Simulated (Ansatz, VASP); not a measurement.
**ZnS in VASP and in Ansatz**

Contents of INCAR:

```
SYSTEM = ZnS
  ALGO = Normal
  EDIFF = 1E-7
  ENCUT = 520
  GGA = PE
  ISIF = 2
  ISMEAR = 0
  LASPH = .True.
  LCHARG = .True.
  LELF = .True.
  LREAL = .False.
  LVHAR = .True.
  LWAVE = .False.
  NBANDS = 46
  NELM = 100
  PREC = Accurate
  SIGMA = 0.05
```

File KPOINTS:

```
k-points
0
Gamma
  8 8 3
  0 0 0
```

File POSCAR:

```
ZnS
1.0
   -3.8109987816      0.0000000000      0.0000000000
   -1.9054993908     -3.3004217586      0.0000000000
   -3.3344333839     -1.9251360118     12.4680000000
Zn S
4 4
Direct
   -0.0479990417     -0.0479990417      0.6537500000
    0.2436509583      0.2436509583      0.1537500000
    0.1395092917      0.1395092917      0.9037500000
    0.4311592917      0.4311592917      0.4037500000
   -0.1602842917     -0.1602842917      0.8462500000
    0.1313657083      0.1313657083      0.3462500000
    0.6105240417      0.6105240417      0.0962500000
    0.3188740417      0.3188740417      0.5962500000
```

Input for Ansatz:

```yaml
crystal:
  lattice:
    - [-3.8109987816, 0.0, 0.0]
    - [-1.9054993908, -3.3004217586, 0.0]
    - [-3.3344333839, -1.9251360118, 12.468]
  atoms:
    - { symbol: Zn, position: [-0.0479990417, -0.0479990417, 0.65375] }
    - { symbol: Zn, position: [0.2436509583, 0.2436509583, 0.15375] }
    - { symbol: Zn, position: [0.1395092917, 0.1395092917, 0.90375] }
    - { symbol: Zn, position: [0.4311592917, 0.4311592917, 0.40375] }
    - { symbol: S, position: [-0.1602842917, -0.1602842917, 0.84625] }
    - { symbol: S, position: [0.1313657083, 0.1313657083, 0.34625] }
    - { symbol: S, position: [0.6105240417, 0.6105240417, 0.09625] }
    - { symbol: S, position: [0.3188740417, 0.3188740417, 0.59625] }
basis:
  ecutwfc: 420
kpoints:
  mp_grid: { grid: [8, 8, 3] }
hamiltonian:
  xc: pbe
scf:
  occupations: { method: gaussian, width: 0.05 }
output:
  forces: true
  stress: true
  eigenvalues: true
  write_density: true
  write_potential: true
  elf: true
  volumetric_format: npy
```

Alike in both runs: task single point; functional PBE; k mesh 8 × 8 × 3; occupations gaussian, width 0.05 eV; no spin polarisation.

```csv
,VASP,Ansatz
version,VASP 6.6.1,Ansatz 0.2.0
potentials or method,"VASP PAW PBE potentials, release 64 (Zn, S), cutoff 520 eV","scalar-relativistic, plane waves, PAW"
valence electrons in the cell,72,72
```

```tsv
	VASP	Ansatz	Ansatz less VASP
gap on the k mesh at the Fermi level (eV)	1.36	1.36	-0.004
least direct gap on the mesh (eV)	1.36	1.36	-0.004
pressure (GPa)	2.4	2.2	-0.15
traceless stress, the component that is largest in VASP (GPa)	1.06	1.05	-0.002
rms of the force components (eV/Å)	0.177	0.176	-0.0013
```

Atom by atom the forces differ by 0.004 eV/Å (rms over components). With one functional, cell and mesh, what is left measures potentials, basis and numerics.
